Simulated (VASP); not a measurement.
# TePb (Fm-3m) in VASP: a series of runs, part 2 of 2

VASP 6.6.1. Earlier steps stand in the parts before.

## (3) Single point, r2SCAN50

Contents of POSCAR:

```
TePb
1.0
    0.0000000000      3.2678368418      3.2678368418
    3.2678368418      0.0000000000      3.2678368418
    3.2678368418      3.2678368418      0.0000000000
Pb Te
1 1
Direct
    0.0000000000      0.0000000000      0.0000000000
    0.5000000000      0.5000000000      0.5000000000
```

Contents of INCAR.step1:

```
SYSTEM = TePb
PREC = Accurate ; ENCUT = 520
EDIFF = 1E-5 ; ISMEAR = 0
SIGMA = 0.01 ; LREAL = .FALSE.
LASPH = .TRUE. ; NELM = 80
ALGO = Normal ; ISIF = 2
LWAVE = .TRUE. ; LCHARG = .FALSE.
NBANDS = 17 ; GGA = PE
```

Contents of INCAR.step2:

```
SYSTEM = TePb
PREC = Accurate ; ENCUT = 520
EDIFF = 1E-6 ; ISMEAR = 0
SIGMA = 0.01 ; LREAL = .FALSE.
LASPH = .TRUE. ; NELM = 80
ALGO = Normal ; ISIF = 2
LWAVE = .FALSE. ; LCHARG = .FALSE.
METAGGA = R2SCAN ; LHFCALC = .TRUE.
AEXX = 0.5 ; LMIXTAU = .TRUE.
PRECFOCK = Normal ; NBANDS = 17
ISTART = 1
```

Contents of KPOINTS:

```
Automatic mesh
0
G
  4 4 4
  0 0 0
```

Potentials or basis: VASP PAW PBE potentials, release 64 (Pb_d, Te).

Started as:

```bash
cat potpaw_PBE.64/Pb_d/POTCAR potpaw_PBE.64/Te/POTCAR > POTCAR
cp INCAR.step1 INCAR
mpirun -np 1 vasp_std > vasp.out
cp INCAR.step2 INCAR
mpirun -np 1 vasp_std > vasp.out
```

OUTCAR:

```text
SYSTEM = TePb
   PREC = Accurate
   ENCUT = 520
   EDIFF = 1E-6
   ISMEAR = 0
   LREAL = .FALSE.
   LASPH = .TRUE.
   NELM = 80
   ISIF = 2
   METAGGA = R2SCAN
   LHFCALC = .TRUE.
   AEXX = 0.5
   PRECFOCK = Normal
   ISTART = 1

 ion  position               nearest neighbor table
   1  0.000  0.000  0.000-   2 3.27   2 3.27   2 3.27   2 3.27   2 3.27   2 3.27
   2  0.500  0.500  0.500-   1 3.27   1 3.27   1 3.27   1 3.27   1 3.27   1 3.27

  LATTYP: Found a face centered cubic cell.
 ALAT       =     6.5356736836

  Lattice vectors:

 A1 = (   0.0000000000,   3.2678368418,   3.2678368418)
 A2 = (   3.2678368418,   0.0000000000,   3.2678368418)
 A3 = (   3.2678368418,   3.2678368418,   0.0000000000)

Analysis of symmetry for initial positions (statically):
=====================================================================
 Subroutine PRICEL returns:
 Original cell was already a primitive cell.

 Routine SETGRP: Setting up the symmetry group for a
 face centered cubic supercell.

 Subroutine GETGRP returns: Found 48 space group operations
 (whereof 48 operations were pure point group operations)
 out of a pool of 48 trial point group operations.

The static configuration has the point symmetry O_h .

Analysis of symmetry for dynamics (positions and initial velocities):
=====================================================================
 Subroutine PRICEL returns:
 Original cell was already a primitive cell.

 Routine SETGRP: Setting up the symmetry group for a
 face centered cubic supercell.

 Subroutine GETGRP returns: Found 48 space group operations
 (whereof 48 operations were pure point group operations)
 out of a pool of 48 trial point group operations.

The dynamic configuration has the point symmetry O_h .

 Subroutine INISYM returns: Found 48 space group operations
 (whereof 48 operations are pure point group operations),
 and found     1 'primitive' translations

[... 105 lines left out ...]
   ENCUT4O =  -1.0   cutoff for four orbital integrals eV
   NKREDX  =     1    reduce k-point grid by
   NKREDY  =     1    reduce k-point grid by
   NKREDZ  =     1    reduce k-point grid by
   AEXX    =    0.5000 exact exchange contribution
   HFSCREEN=    0.0000 screening length (either q_TF or 0.3 A-1)
   HFSCREENC=   0.0000 screening length for correlation (either q_TF or 0.3 A-1)
   ENCUTFOCK=  -1.0 apply spherical cutoff to Coloumb kernel
   IVDW    =     0    specifies the selected vdW correction
   LEPSILON=     F    determine dielectric tensor
   LRPA    =     F    only Hartree local field effects (RPA)
 non-spin polarized calculation
 Gauss-broadening in eV      SIGMA  =   0.01
  energy-cutoff  :      520.00
  volume of cell :       69.79
 maximum number of plane-waves:      1893
 NGX is ok and might be reduce to    36
  NGX = 28; NGY = 28; NGZ = 28

 number of electron      20.0000002 magnetization

 Free energy of the ion-electron system (eV)
  ---------------------------------------------------
  ext. energy  EPLUGINS =         0.00000000
  ---------------------------------------------------
  free energy    TOTEN  =       -51.27840152 eV

  energy without entropy =      -51.27840152  energy(sigma->0) =      -51.27840152

 E-fermi :   3.9609     XC(G=0):  -5.4744

 val. band max:        3.8537359422   @ k =   0.5000   0.0000   0.0000
 cond. band min:       6.8373225668   @ k =   0.5000   0.0000   0.0000
 fundamental gap:      2.9835866246
 Fermi energy:         3.9608790712

 k-point     1 :       0.0000    0.0000    0.0000
  band No.  band energies     occupation
      1     -16.8130      2.00000
      2     -16.8130      2.00000
      3     -16.7870      2.00000
      4     -16.7870      2.00000
      5     -16.7870      2.00000
      6     -10.6216      2.00000
[... 137 lines left out ...]
      4     -16.7809      2.00000
      5     -16.7650      2.00000
      6      -8.4654      2.00000
[... 9 lines left out ...]
     16      18.0749      0.00000
     17      18.2864      0.00000

------------------------ aborting loop because EDIFF is reached ----------------------------------------

  FORCE on cell =-STRESS in cart. coord.  units (eV):
  Direction    XX          YY          ZZ          XY          YZ          ZX
  --------------------------------------------------------------------------------------
  -------------------------------------------------------------------------------------
  Total       -0.7036123     -0.7036123     -0.7036123      0.0000000      0.0000000     -0.0000000
  in kB      -16.1522448    -16.1522448    -16.1522448      0.0000000      0.0000000     -0.0000000
  external PRESSURE =     -16.1522448 kB  Pullay stress =       0.0000000 kB

 VOLUME and BASIS-vectors are now :
 -----------------------------------------------------------------------------
  energy-cutoff  :      520.00
  volume of cell :       69.79
      direct lattice vectors                 reciprocal lattice vectors
     0.000000000  3.267836842  3.267836842    -0.153006415  0.153006415  0.153006415
     3.267836842  0.000000000  3.267836842     0.153006415 -0.153006415  0.153006415
     3.267836842  3.267836842  0.000000000     0.153006415  0.153006415 -0.153006415

 POSITION                                       TOTAL-FORCE (eV/Angst)
 -----------------------------------------------------------------------------------
      0.00000      0.00000      0.00000         0.000000      0.000000     -0.000000
      3.26784      3.26784      3.26784        -0.000000     -0.000000      0.000000
 -----------------------------------------------------------------------------------
    total drift:                               -0.000001     -0.000004      0.000004

  FREE ENERGIE OF THE ION-ELECTRON SYSTEM (eV)
  ---------------------------------------------------
  free  energy   TOTEN  =       -51.2784015242 eV

  energy  without entropy=      -51.2784015242  energy(sigma->0) =      -51.27840152
```

OUTCAR.step1:

```text
SYSTEM = TePb
   PREC = Accurate
   ENCUT = 520
   EDIFF = 1E-5
   ISMEAR = 0
   LREAL = .FALSE.
   LASPH = .TRUE.
[... 363 lines left out ...]
      0.00000      0.00000      0.00000        -0.000000      0.000000      0.000000
      3.26784      3.26784      3.26784         0.000000     -0.000000     -0.000000
 -----------------------------------------------------------------------------------
    total drift:                               -0.000000      0.000000      0.000000

  FREE ENERGIE OF THE ION-ELECTRON SYSTEM (eV)
  ---------------------------------------------------
  free  energy   TOTEN  =        -7.5135320413 eV

  energy  without entropy=       -7.5135320413  energy(sigma->0) =       -7.51353204
```

OSZICAR.step1:

```text
N       E                     dE             d eps       ncg     rms          rms(c)
DAV:   1     0.152902673955E+03    0.15290E+03   -0.91685E+03   280   0.110E+03
DAV:   2     0.335688058423E+01   -0.14955E+03   -0.14522E+03   277   0.293E+02
DAV:   3    -0.734979516582E+01   -0.10707E+02   -0.10664E+02   360   0.869E+01
DAV:   4    -0.764368000664E+01   -0.29388E+00   -0.29381E+00   348   0.156E+01
DAV:   5    -0.765176920375E+01   -0.80892E-02   -0.80888E-02   374   0.230E+00    0.311E+00
DAV:   6    -0.751554041412E+01    0.13623E+00   -0.31280E-01   412   0.372E+00    0.193E+00
DAV:   7    -0.751154415274E+01    0.39963E-02   -0.87281E-02   346   0.139E+00    0.917E-01
DAV:   8    -0.751365962123E+01   -0.21155E-02   -0.10340E-02   331   0.101E+00    0.163E-01
DAV:   9    -0.751349560363E+01    0.16402E-03   -0.15755E-03   437   0.405E-01    0.713E-02
DAV:  10    -0.751352681251E+01   -0.31209E-04   -0.18808E-04   323   0.106E-01    0.179E-02
DAV:  11    -0.751353204126E+01   -0.52287E-05   -0.44034E-05   382   0.538E-02
   1 F= -.75135320E+01 E0= -.75135320E+01  d E =-.240923E-48
```

Run time: 27 min. Hardware: 1 thread of Intel Xeon 8259CL, shared host; peak memory 0.24 GiB.

What came out:

```
Free energy            : -51.2784 eV
Pressure               : -1.6 GPa
Band gap on the k mesh : 2.98 eV
```

Caveat: the PAW data sets were made with another functional, which shifts forces and pressure a little; spin-orbit coupling is left out, which moves the levels of the heavy elements.

## (4) Single point, PBE-based screened hybrid with 20 % exact exchange

POSCAR is that of step 3.

Contents of INCAR.step1:

```
  PREC = Accurate
  ENCUT = 520
  EDIFF = 1E-5
  ISMEAR = 0
  SIGMA = 0.01
  LREAL = False
  LASPH = True
  NELM = 60
  ALGO = Normal
  ISIF = 2
  LWAVE = True
  LCHARG = False
  GGA = PE
  NBANDS = 17
```

Contents of INCAR.step2:

```
  PREC = Accurate
  ENCUT = 520
  EDIFF = 1E-7
  ISMEAR = 0
  SIGMA = 0.01
  LREAL = False
  LASPH = True
  NELM = 60
  ALGO = Normal
  ISIF = 2
  LWAVE = False
  LCHARG = False
  GGA = PE
  LHFCALC = True
  AEXX = 0.2
  HFSCREEN = 0.3
  PRECFOCK = Normal
  ISTART = 1
  NBANDS = 17
```

Contents of KPOINTS:

```
Automatic mesh
0
Gamma
  4 4 4
```

Potentials or basis: VASP PAW PBE potentials, release 64 (Pb_d, Te).

Started as:

```bash
cat potpaw_PBE.64/Pb_d/POTCAR potpaw_PBE.64/Te/POTCAR > POTCAR
cp INCAR.step1 INCAR
mpirun -np 1 vasp_std > vasp.out
cp INCAR.step2 INCAR
mpirun -np 1 vasp_std > vasp.out
```

OUTCAR:

```text
PREC = Accurate
   ENCUT = 520
   EDIFF = 1E-7
   ISMEAR = 0
   LREAL = False
   LASPH = True
   NELM = 60
   ISIF = 2
   GGA = PE
   LHFCALC = True
   AEXX = 0.2
   HFSCREEN = 0.3
   PRECFOCK = Normal
   ISTART = 1

 ion  position               nearest neighbor table
   1  0.000  0.000  0.000-   2 3.27   2 3.27   2 3.27   2 3.27   2 3.27   2 3.27
   2  0.500  0.500  0.500-   1 3.27   1 3.27   1 3.27   1 3.27   1 3.27   1 3.27

  LATTYP: Found a face centered cubic cell.
 ALAT       =     6.5356736836

[... 340 lines left out ...]

  FORCE on cell =-STRESS in cart. coord.  units (eV):
  Direction    XX          YY          ZZ          XY          YZ          ZX
  --------------------------------------------------------------------------------------
  -------------------------------------------------------------------------------------
  Total       -0.0892197     -0.0892197     -0.0892197      0.0000000     -0.0000000      0.0000000
  in kB       -2.0481435     -2.0481435     -2.0481435      0.0000000     -0.0000000      0.0000000
  external PRESSURE =      -2.0481435 kB  Pullay stress =       0.0000000 kB

 VOLUME and BASIS-vectors are now :
 -----------------------------------------------------------------------------
  energy-cutoff  :      520.00
  volume of cell :       69.79
      direct lattice vectors                 reciprocal lattice vectors
     0.000000000  3.267836842  3.267836842    -0.153006415  0.153006415  0.153006415
     3.267836842  0.000000000  3.267836842     0.153006415 -0.153006415  0.153006415
     3.267836842  3.267836842  0.000000000     0.153006415  0.153006415 -0.153006415

 POSITION                                       TOTAL-FORCE (eV/Angst)
 -----------------------------------------------------------------------------------
      0.00000      0.00000      0.00000         0.000000     -0.000000      0.000000
      3.26784      3.26784      3.26784        -0.000000      0.000000      0.000000
 -----------------------------------------------------------------------------------
    total drift:                                0.000000     -0.000000      0.000001

  FREE ENERGIE OF THE ION-ELECTRON SYSTEM (eV)
  ---------------------------------------------------
  free  energy   TOTEN  =        -8.4118566276 eV

  energy  without entropy=       -8.4118566276  energy(sigma->0) =       -8.41185663
```

OSZICAR.step1:

```text
N       E                     dE             d eps       ncg     rms          rms(c)
DAV:   1     0.152902673955E+03    0.15290E+03   -0.91685E+03   280   0.110E+03
DAV:   2     0.335688058423E+01   -0.14955E+03   -0.14522E+03   277   0.293E+02
DAV:   3    -0.734979516582E+01   -0.10707E+02   -0.10664E+02   360   0.869E+01
DAV:   4    -0.764368000664E+01   -0.29388E+00   -0.29381E+00   348   0.156E+01
DAV:   5    -0.765176920375E+01   -0.80892E-02   -0.80888E-02   374   0.230E+00    0.311E+00
DAV:   6    -0.751554041412E+01    0.13623E+00   -0.31280E-01   412   0.372E+00    0.193E+00
DAV:   7    -0.751154415274E+01    0.39963E-02   -0.87281E-02   346   0.139E+00    0.917E-01
DAV:   8    -0.751365962123E+01   -0.21155E-02   -0.10340E-02   331   0.101E+00    0.163E-01
DAV:   9    -0.751349560363E+01    0.16402E-03   -0.15755E-03   437   0.405E-01    0.713E-02
DAV:  10    -0.751352681251E+01   -0.31209E-04   -0.18808E-04   323   0.106E-01    0.179E-02
DAV:  11    -0.751353204126E+01   -0.52287E-05   -0.44034E-05   382   0.538E-02
   1 F= -.75135320E+01 E0= -.75135320E+01  d E =-.240923E-48
```

Run time: 35 min. Hardware: 1 thread of Intel Xeon 8259CL, shared host; peak memory 0.32 GiB.

What came out:

```yaml
Free_energy: -8.4119 eV
Pressure: -0.2 GPa
Band_gap_on_the_k_mesh: 0.99 eV
```

Levels at points of the mesh, in eV from the valence-band top:
```
           k point  band 8  band 9  band 10  band 11  band 12  band 13
(0.00, 0.00, 0.00)   -1.36   -1.36    -1.36     4.45     4.45     4.45
(0.50, 0.00, 0.00)   -0.92   -0.92     0.00     1.00     1.57     1.57
(0.50, 0.50, 0.00)   -4.58   -2.84    -2.84     3.67     5.84     5.84
```

Caveat: the PAW data sets were made with another functional, which shifts forces and pressure a little; spin-orbit coupling is left out, which moves the levels of the heavy elements. A k mesh can miss the band edges.

## (5) Single point, PBE-based screened hybrid with 5 % exact exchange

POSCAR is that of step 4.

Contents of INCAR.step1:

```
  ALGO = Normal
  EDIFF = 1E-5
  ENCUT = 520
  GGA = PE
  ISIF = 2
  ISMEAR = 0
  LASPH = T
  LCHARG = F
  LREAL = F
  LWAVE = T
  NBANDS = 17
  NELM = 100
  PREC = Accurate
  SIGMA = 0.01
```

Contents of INCAR.step2:

```
  AEXX = 0.05
  ALGO = Normal
  EDIFF = 1E-6
  ENCUT = 520
  GGA = PE
  HFSCREEN = 0.2078
  ISIF = 2
  ISMEAR = 0
  ISTART = 1
  LASPH = T
  LCHARG = F
  LHFCALC = T
  LREAL = F
  LWAVE = F
  NBANDS = 17
  NELM = 100
  PREC = Accurate
  PRECFOCK = Normal
  SIGMA = 0.01
```

Contents of KPOINTS:

```
k-points
0
Gamma
  4 4 4
```

Started as:

```bash
cat potpaw_PBE.64/Pb_d/POTCAR potpaw_PBE.64/Te/POTCAR > POTCAR
cp INCAR.step1 INCAR
mpirun -np 1 vasp_std > vasp.out
cp INCAR.step2 INCAR
mpirun -np 1 vasp_std > vasp.out
```

It took 11 min on 1 thread of Intel Xeon 8259CL, shared host; peak memory 0.32 GiB.

The run converged. Its results:

```
Free energy            : -7.7833 eV
Pressure               : 0.3 GPa
Band gap on the k mesh : 0.87 eV
```

Levels at points of the mesh, in eV from the valence-band top:
```csv
k point,band 6,band 7,band 8,band 9,band 10,band 11,band 12,band 13,band 14,band 15
"(0.00, 0.00, 0.00)",-11.99,-5.75,-1.26,-1.26,-1.26,4.18,4.18,4.18,5.99,5.99
"(0.50, 0.00, 0.00)",-10.61,-8.57,-0.82,-0.82,0.00,0.87,1.43,1.43,8.50,9.33
"(0.50, 0.50, 0.00)",-10.38,-7.35,-4.34,-2.67,-2.67,3.52,5.51,5.51,6.70,10.19
```

Caveat: the PAW data sets were made with another functional, which shifts forces and pressure a little; spin-orbit coupling is left out, which moves the levels of the heavy elements.

## (6) The runs side by side

| level | share of exact exchange | screening parameter | gap on the mesh (eV) | pressure (GPa) |
| --- | --- | --- | --- | --- |
| HSE06 | 0.25 | 0.2079 1/Å | 1.17 | -0.5 |
| r2SCAN50 | 0.5 | - | 2.98 | -1.6 |
| PBE-based screened hybrid with 20 % exact exchange | 0.2 | 0.3 1/Å | 0.99 | -0.2 |
| PBE-based screened hybrid with 5 % exact exchange | 0.05 | 0.2078 1/Å | 0.87 | 0.3 |

Alike in all rows: task single point; potentials or basis VASP PAW PBE potentials, release 64 (Pb_d, Te); no spin polarisation; cell as given; k mesh 4 × 4 × 4; cutoff (eV) 520; smearing gaussian 0.01 eV.

On the cell as given the gap runs from 0.87 eV (PBE-based screened hybrid with 5 % exact exchange) to 2.98 eV (r2SCAN50). The pressure there spans -1.6 GPa (r2SCAN50) to 0.3 GPa (PBE-based screened hybrid with 5 % exact exchange); a positive pressure means that this level wants a larger cell, a negative one a smaller.

Caveats: the PAW data sets were made with another functional, which shifts forces and pressure a little; spin-orbit coupling is left out, which moves the levels of the heavy elements.

Total energies depend on the potentials used, so only differences within one code and one set of settings carry meaning.
